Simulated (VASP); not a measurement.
# Ta16N (a cell with a defect) in VASP: further runs

Runs on Ta16N (a cell with a defect). Level: PBE. Tasks: single point.

All numbers are computed with VASP 6.6.1; they aren't measurements. Logs are shortened: lines on timing, memory, paths and dates and some standing lists are left out, and cuts for length are marked.

## 1. The cell of the first run

The cell holds a defect, 17 atoms: a = 6.638 Å, b = 6.638 Å, c = 6.638 Å, α = 90.00°, β = 90.00°, γ = 90.00°.

## 2. Single point, PBE

File INCAR:

```
SYSTEM = Ta16N
PREC = Accurate
ENCUT = 520
EDIFF = 1E-6
ISMEAR = 0
SIGMA = 0.1
LREAL = Auto
LASPH = .True.
NELM = 100
ALGO = Normal
ISIF = 2
LWAVE = .False.
LCHARG = .False.
GGA = PE
NBANDS = 104
```

File KPOINTS:

```
Automatic mesh
0
Gamma
  4 4 4
  0.5 0.5 0.5
```

File POSCAR:

```
Ta16N
1.0
    6.6381247865      0.0000000000      0.0000000000
    0.0000000000      6.6381247865      0.0000000000
    0.0000000000      0.0000000000      6.6381247865
Ta N
16 1
Direct
   -0.0449875544     -0.0000060258      0.0000034648
    0.5449736358      0.0000024103      0.0000030129
   -0.0011069391      0.5000046108      0.0000019584
   -0.0010856982     -0.0000173242      0.4999985850
    0.2499953004      0.2418506810      0.2418463123
    0.5010973892      0.4999966266     -0.0000004519
    0.5010886518     -0.0000024103      0.5000003927
    0.7500107576      0.2607599368      0.2607673184
    0.0090121837      0.5000052133      0.4999967772
    0.2500049417      0.7581568834      0.2418448058
    0.2499951497      0.2418467642      0.7581568834
    0.4910193925      0.5000080756      0.4999976811
    0.7499940360      0.7392373837      0.2607706326
    0.7500154276      0.2607667159      0.7392346721
    0.2500047910      0.7581516109      0.7581532680
    0.7499938853      0.7392363292      0.7392370824
    0.2499907810      0.0000028623      0.0000004519
```

Potentials or basis: VASP PAW PBE potentials, release 64 (Ta_pv, N).

Launch:

```sh
cat potpaw_PBE.64/Ta_pv/POTCAR potpaw_PBE.64/N/POTCAR > POTCAR
mpirun -np 1 vasp_std > vasp.out
```

OUTCAR:

```text
SYSTEM = Ta16N
   PREC = Accurate
   ENCUT = 520
   EDIFF = 1E-6
   ISMEAR = 0
   LREAL = Auto
   LASPH = .True.
   NELM = 100
   ISIF = 2
   GGA = PE

 ion  position               nearest neighbor table
   1  0.955  1.000  0.000-  17 1.96   2 2.72   8 2.80  13 2.80  16 2.80  14 2.80  10 3.00  11 3.00
                             5 3.00  15 3.00   3 3.33   4 3.33   4 3.33   3 3.33
   2  0.545  0.000  0.000-  17 1.96   1 2.72  16 2.80  13 2.80   8 2.80  14 2.80  10 3.00  15 3.00
                            11 3.00   5 3.00   6 3.33   7 3.33   7 3.33   6 3.33
   3  0.999  0.500  0.000-  14 2.87   8 2.87  16 2.87  13 2.87   5 2.88  11 2.88  10 2.88  15 2.88
                             6 3.30   9 3.32   9 3.32   1 3.33   1 3.33   6 3.33
   4  0.999  1.000  0.500-  13 2.87  16 2.87   8 2.87  14 2.87  10 2.88  15 2.88   5 2.88  11 2.88
                             7 3.30   9 3.32   9 3.32   1 3.33   1 3.33   7 3.33
   5  0.250  0.242  0.242-  17 2.27   6 2.88   7 2.88   4 2.88   3 2.88   9 2.90  12 2.90   2 3.00
                             1 3.00  11 3.21  10 3.21   8 3.32   8 3.32  10 3.43  11 3.43
   6  0.501  0.500  1.000-  16 2.87  13 2.87  14 2.87   8 2.87  15 2.88   5 2.88  11 2.88  10 2.88
                             3 3.30  12 3.32  12 3.32   2 3.33   2 3.33   3 3.33
   7  0.501  1.000  0.500-  13 2.87  16 2.87   8 2.87  14 2.87  10 2.88  15 2.88  11 2.88   5 2.88
                             4 3.30  12 3.32  12 3.32   2 3.33   2 3.33   4 3.33
   8  0.750  0.261  0.261-   1 2.80   2 2.80  12 2.83   9 2.83   3 2.87   4 2.87   7 2.87   6 2.87
                            14 3.18  13 3.18   5 3.32   5 3.32  13 3.46  14 3.46
   9  0.009  0.500  0.500-  14 2.83   8 2.83  13 2.83  16 2.83   5 2.90  15 2.90  10 2.90  11 2.90
                            12 3.20   4 3.32   3 3.32   3 3.32   4 3.32  12 3.44
  10  0.250  0.758  0.242-  17 2.27   4 2.88   7 2.88   6 2.88   3 2.88   9 2.90  12 2.90   2 3.00
                             1 3.00  15 3.21   5 3.21  13 3.32  13 3.32   5 3.43  15 3.43
  11  0.250  0.242  0.758-  17 2.27   6 2.88   7 2.88   4 2.88   3 2.88   9 2.90  12 2.90   2 3.00
                             1 3.00   5 3.21  15 3.21  14 3.32  14 3.32  15 3.43   5 3.43
  12  0.491  0.500  0.500-  13 2.83  16 2.83   8 2.83  14 2.83  15 2.90  10 2.90   5 2.90  11 2.90
                             9 3.20   7 3.32   6 3.32   6 3.32   7 3.32   9 3.44
  13  0.750  0.739  0.261-   1 2.80   2 2.80  12 2.83   9 2.83   4 2.87   7 2.87   3 2.87   6 2.87
                            16 3.18   8 3.18  10 3.32  10 3.32   8 3.46  16 3.46
  14  0.750  0.261  0.739-   1 2.80   2 2.80   9 2.83  12 2.83   3 2.87   6 2.87   4 2.87   7 2.87
                             8 3.18  16 3.18  11 3.32  11 3.32  16 3.46   8 3.46
  15  0.250  0.758  0.758-  17 2.27   4 2.88   7 2.88   6 2.88   3 2.88   9 2.90  12 2.90   2 3.00
                             1 3.00  10 3.21  11 3.21  16 3.32  16 3.32  11 3.43  10 3.43
  16  0.750  0.739  0.739-   1 2.80   2 2.80  12 2.83   9 2.83   3 2.87   6 2.87   7 2.87   4 2.87
                            13 3.18  14 3.18  15 3.32  15 3.32  14 3.46  13 3.46
  17  0.250  0.000  0.000-   1 1.96   2 1.96  11 2.27  10 2.27   5 2.27  15 2.27

  LATTYP: Found a simple cubic cell.
 ALAT       =     6.6381247865

  Lattice vectors:

 A1 = (   6.6381247865,   0.0000000000,   0.0000000000)
 A2 = (   0.0000000000,   6.6381247865,   0.0000000000)
 A3 = (   0.0000000000,   0.0000000000,   6.6381247865)

Analysis of symmetry for initial positions (statically):
=====================================================================
 Subroutine PRICEL returns:
 Original cell was already a primitive cell.

 Routine SETGRP: Setting up the symmetry group for a
 simple cubic supercell.

 Subroutine GETGRP returns: Found  2 space group operations
 (whereof  2 operations were pure point group operations)
 out of a pool of 48 trial point group operations.

The static configuration has the point symmetry C_1h.

Analysis of symmetry for dynamics (positions and initial velocities):
=====================================================================
 Subroutine PRICEL returns:
 Original cell was already a primitive cell.

 Routine SETGRP: Setting up the symmetry group for a
 simple cubic supercell.

 Subroutine GETGRP returns: Found  2 space group operations
 (whereof  2 operations were pure point group operations)
 out of a pool of 48 trial point group operations.

The dynamic configuration has the point symmetry C_1h.

 Subroutine INISYM returns: Found  2 space group operations
 (whereof  2 operations are pure point group operations),
 and found     1 'primitive' translations

----------------------------------------------------------------------------------------

                                     Primitive cell

  volume of cell :     292.5070

  direct lattice vectors                    reciprocal lattice vectors
     6.638124786  0.000000000  0.000000000     0.150644954  0.000000000  0.000000000
[... 62 lines left out ...]

  Shift w.r.t. Gamma in fractional coordinates (k-lattice)
     0.500000000  0.500000000  0.500000000

 Subroutine IBZKPT returns following result:
 ===========================================

 Found     16 irreducible k-points:

 Following reciprocal coordinates:
            Coordinates               Weight
  0.125000  0.125000  0.125000      4.000000
 -0.125000  0.125000  0.125000      4.000000
  0.375000  0.125000  0.125000      4.000000
  0.125000  0.375000  0.125000      4.000000
  0.125000  0.125000  0.375000      4.000000
 -0.125000  0.375000  0.125000      4.000000
[... 8 lines left out ...]
  0.375000  0.375000  0.375000      4.000000
 -0.375000  0.375000  0.375000      4.000000
   k-points           NKPTS =     16   k-points in BZ     NKDIM =     16   number of bands    NBANDS=    104
   number of dos      NEDOS =    301   number of ions     NIONS =     17
   total plane-waves  NPLWV = 125000
   dimension x,y,z NGX =    50 NGY =   50 NGZ =   50
   dimension x,y,z NGXF=   100 NGYF=  100 NGZF=  100
   ions per type =              16   1
   NGX,Y,Z   is equivalent  to a cutoff of  12.52, 12.52, 12.52 a.u.
   NGXF,Y,Z  is equivalent  to a cutoff of  25.04, 25.04, 25.04 a.u.
 SYSTEM =  Ta16N
   PREC   = accura    normal or accurate (medium, high low for compatibility)
   ISTART =      0    job   : 0-new  1-cont  2-samecut
   ICHARG =      2    charge: 1-file 2-atom 10-const
   ISPIN  =      1    spin polarized calculation?
   LNONCOLLINEAR =      F non collinear calculations
   LSORBIT =      F    spin-orbit coupling
   LASPH  =      T    aspherical Exc in radial PAW
   ENCUT  =  520.0 eV  38.22 Ry    6.18 a.u.  12.34 12.34 12.34*2*pi/ulx,y,z
   NELM   =    100;   NELMIN=  2; NELMDL= -5     # of ELM steps
   EDIFF  = 0.1E-05   stopping-criterion for ELM
   LREAL  =      T    real-space projection
   EDIFFG = 0.1E-04   stopping-criterion for IOM
   NSW    =      0    number of steps for IOM
   IBRION =     -1    ionic relax: 0-MD 1-quasi-New 2-CG
   NFREE  =      0    steps in history (QN), initial steepest desc. (CG)
   ISIF   =      2    stress and relaxation
   ISYM   =      2    0-nonsym 1-usesym 2-fastsym
   POTIM  = 0.5000    time-step for ionic-motion
   TEBEG  =    0.0;   TEEND  =   0.0 temperature during run
   PSTRESS=    0.0 pullay stress
   NELECT =     181.0000    total number of electrons
   NUPDOWN=      -1.0000    fix difference up-down
   EMIN   =  10.00;   EMAX   =-10.00  energy-range for DOS
   EFERMI =   0.00;   METHOD = LEGACY
   ISMEAR =     0;   SIGMA  =   0.10  broadening in eV -4-tet -1-fermi 0-gaus
   EFERMI_NEDOS =   21; number of points for ismear=-14 and -15
   IALGO  =     38    algorithm
   IMIX   =      4    mixing-type and parameters
     AMIX     =   0.40;   BMIX     =  1.00
     AMIX_MAG =   1.60;   BMIX_MAG =  1.00
  volume/ion in A,a.u.               =      17.21       116.11
  Fermi-wavevector in a.u.,A,eV,Ry     =   1.395047  2.636257 26.479074  1.946157
  Thomas-Fermi vector in A             =   2.518537
   LORBIT       =      0    0 simple, 1 ext, 2 COOP (PROOUT), +10 PAW based schemes
   GGA     = PE    functional components
   LHFCALC =     F    Hartree Fock is set to
   AEXX    =    0.0000 exact exchange contribution
   IVDW    =     0    specifies the selected vdW correction
   LEPSILON=     F    determine dielectric tensor
   LRPA    =     F    only Hartree local field effects (RPA)
 non-spin polarized calculation
 Gauss-broadening in eV      SIGMA  =   0.10
  energy-cutoff  :      520.00
  volume of cell :      292.51
 maximum number of plane-waves:      7914
 NGX is ok and might be reduce to    50
   NGX = 25   NGY = 25   NGZ = 25

 number of electron     180.9999951 magnetization

 Free energy of the ion-electron system (eV)
  ---------------------------------------------------
  ext. energy  EPLUGINS =         0.00000000
  ---------------------------------------------------
  free energy    TOTEN  =      -199.39411754 eV

  energy without entropy =     -199.30454336  energy(sigma->0) =     -199.34933045

 E-fermi :   5.6802     XC(G=0): -12.6557

 val. band max:        5.6802043487   @ k =  -0.3750   0.1250   0.1250
 cond. band min:       5.6890929927   @ k =  -0.1250   0.1250   0.1250
 fundamental gap:      0.0088886440
 Fermi energy:         5.6802279630

 k-point     1 :       0.1250    0.1250    0.1250
  band No.  band energies     occupation
      1     -28.9302      2.00000
      2     -28.6883      2.00000
      3     -28.6657      2.00000
      4     -28.6564      2.00000
      5     -28.5999      2.00000
      6     -28.5941      2.00000
[... 1669 lines left out ...]
    101       8.5736      0.00000
    102       8.5751      0.00000
 [bands above 102 left out]

------------------------ aborting loop because EDIFF is reached ----------------------------------------

  FORCE on cell =-STRESS in cart. coord.  units (eV):
  Direction    XX          YY          ZZ          XY          YZ          ZX
  --------------------------------------------------------------------------------------
  -------------------------------------------------------------------------------------
  Total       23.2598059      4.6445004      4.6450014      0.0007220      0.0000000      0.0000000
  in kB      127.4032283     25.4397797     25.4425243      0.0039545      0.0000000      0.0000000
  external PRESSURE =      59.4285108 kB  Pullay stress =       0.0000000 kB

 VOLUME and BASIS-vectors are now :
 -----------------------------------------------------------------------------
  energy-cutoff  :      520.00
  volume of cell :      292.51
      direct lattice vectors                 reciprocal lattice vectors
     6.638124786  0.000000000  0.000000000     0.150644954  0.000000000  0.000000000
     0.000000000  6.638124786  0.000000000     0.000000000  0.150644954  0.000000000
     0.000000000  0.000000000  6.638124786     0.000000000  0.000000000  0.150644954

 POSITION                                       TOTAL-FORCE (eV/Angst)
 -----------------------------------------------------------------------------------
      6.33949      6.63808      0.00002        -0.068402      0.000172      0.000000
      3.61760      0.00002      0.00002         0.068945      0.000363      0.000000
      6.63078      3.31909      0.00001         0.001906     -0.000160      0.000000
      6.63092      6.63801      3.31905         0.000589      0.001139      0.000000
      1.65950      1.60544      1.60541         0.000403      0.013266      0.013542
      3.32635      3.31904      6.63812        -0.000903      0.000127      0.000000
[... 9 lines left out ...]
      4.97855      4.90714      4.90715         0.000206      0.000313      0.000586
      1.65947      0.00002      0.00000         0.000632      0.000010      0.000000
 -----------------------------------------------------------------------------------
    total drift:                               -0.000138      0.000018     -0.027490

  FREE ENERGIE OF THE ION-ELECTRON SYSTEM (eV)
  ---------------------------------------------------
  free  energy   TOTEN  =      -199.3941175443 eV

  energy  without entropy=     -199.3045433556  energy(sigma->0) =     -199.34933045
```

It took 15 min on 1 thread of Intel Xeon Platinum 8375C at 2.90GHz (Ice Lake), shared host; peak memory 0.53 GiB.

What came out:

```yaml
Free_energy: -199.3941 eV
Pressure: 5.9 GPa
Largest_force: 0.069 eV/Å
```

Forces in eV/Å, atoms in the order of the input:
```
Ta  -0.068  0.000  0.000
Ta   0.069  0.000  0.000
Ta   0.002  0.000  0.000
Ta   0.001  0.001  0.000
Ta   0.000  0.013  0.014
Ta  -0.001  0.000  0.000
Ta   0.000  0.000  0.000
Ta  -0.001  0.000  0.000
Ta   0.007  0.000  0.000
Ta   0.000 -0.014  0.013
Ta   0.000  0.013 -0.014
Ta  -0.009 -0.001  0.000
Ta   0.000  0.000 -0.001
Ta  -0.001  0.000  0.000
Ta   0.000 -0.014 -0.013
Ta   0.000  0.000  0.001
N    0.001  0.000  0.000
```

Stress tensor (GPa, compression positive):
```
12.74  0.00  0.00
 0.00  2.54  0.00
 0.00  0.00  2.54
```

Levels at points of the mesh, in eV from the Fermi level:
```
           k point  band 89  band 90  band 91  band 92  band 93  band 94
(0.12, 0.12, 0.12)     0.64     0.70     0.75     0.81     0.86     0.93
```

Caveat: spin-orbit coupling is left out, which moves the levels of the heavy elements.

## 3. Single point, PBE

File INCAR:

```
PREC     = Accurate       # precision mode
ENCUT    = 520            # plane-wave cutoff, eV
EDIFF    = 1E-7           # SCF threshold, eV
ISMEAR   = 0              # smearing method
SIGMA    = 0.1            # smearing width, eV
LREAL    = Auto         
LASPH    = T              # aspherical terms in the spheres
NELM     = 100            # most SCF steps
ALGO     = Normal         # electronic algorithm
ISIF     = 2              # what is computed and relaxed
LWAVE    = F              # write WAVECAR
LCHARG   = T              # write CHGCAR
GGA      = PE             # functional
LELF     = T              # ELF
LVHAR    = T            
NBANDS   = 104            # bands
```

KPOINTS is that of step 2.

File POSCAR:

```
Ta16N
1.0
    6.6381247865      0.0000000000      0.0000000000
    0.0000000000      6.6381247865      0.0000000000
    0.0000000000      0.0000000000      6.6381247865
Ta N
16 1
Direct
    0.0081515491     -0.0000048206     -0.0081533568
    0.4918467346      0.0000048206     -0.0081569723
   -0.0107635819      0.5000061172      0.0107629794
    0.0081568217     -0.0000049713      0.5081552560
    0.2499826462      0.2510856686      0.2500014768
    0.5107666862      0.4999845750      0.0107653897
    0.4918508020      0.0000048206      0.5081535989
    0.7500051837      0.2409877867      0.2500031339
   -0.0107625274      0.5000059666      0.4892294292
    0.2499975601      0.7489113507      0.2499996691
    0.2499940952      0.2949875248      0.7499964463
    0.5107599072      0.4999892450      0.4892327434
    0.7500080460      0.7589806100      0.2500023807
    0.7500045811      0.2511069095      0.7499981034
    0.2500023807      0.7050263667      0.7499970489
    0.7499965969      0.7489026133      0.7500003631
    0.2500028326      0.0000091893     -0.2500005730
```

Potentials or basis: VASP PAW PBE potentials, release 64 (Ta_pv, N).

Launch:

```sh
cat potpaw_PBE.64/Ta_pv/POTCAR potpaw_PBE.64/N/POTCAR > POTCAR
mpirun -np 1 vasp_std > vasp.out
```

Run time: 23 min. Hardware: 1 thread of Intel Xeon Platinum 8259CL at 2.50GHz (Skylake/Cascade Lake), shared host; peak memory 0.53 GiB.

It converged, with:

```yaml
Free_energy: -199.3937 eV
Pressure: 6.0 GPa
Largest_force: 0.070 eV/Å
```

Forces on the atoms (eV/Å):
```
Ta  -0.014  0.000  0.013
Ta   0.013  0.000  0.014
Ta   0.000  0.000  0.000
Ta  -0.014  0.000 -0.013
Ta   0.001 -0.004  0.000
Ta   0.000  0.001  0.000
Ta   0.013  0.000 -0.014
Ta   0.000 -0.007  0.000
Ta   0.000  0.000  0.000
Ta   0.000  0.004  0.000
Ta   0.000  0.070  0.000
Ta   0.000  0.001  0.000
Ta  -0.001  0.009  0.000
Ta   0.000 -0.005  0.000
Ta   0.000 -0.070  0.000
Ta   0.000  0.005  0.000
N    0.000 -0.001  0.000
```

Stress tensor (GPa, compression positive):
```
 2.55  0.00  0.00
 0.00 12.75  0.00
 0.00  0.00  2.55
```

Levels at points of the mesh, in eV from the Fermi level:
```
           k point  band 89  band 90  band 91  band 92  band 93  band 94
(0.12, 0.12, 0.12)     0.64     0.70     0.75     0.81     0.86     0.93
```

Caveat: spin-orbit coupling is left out, which moves the levels of the heavy elements.
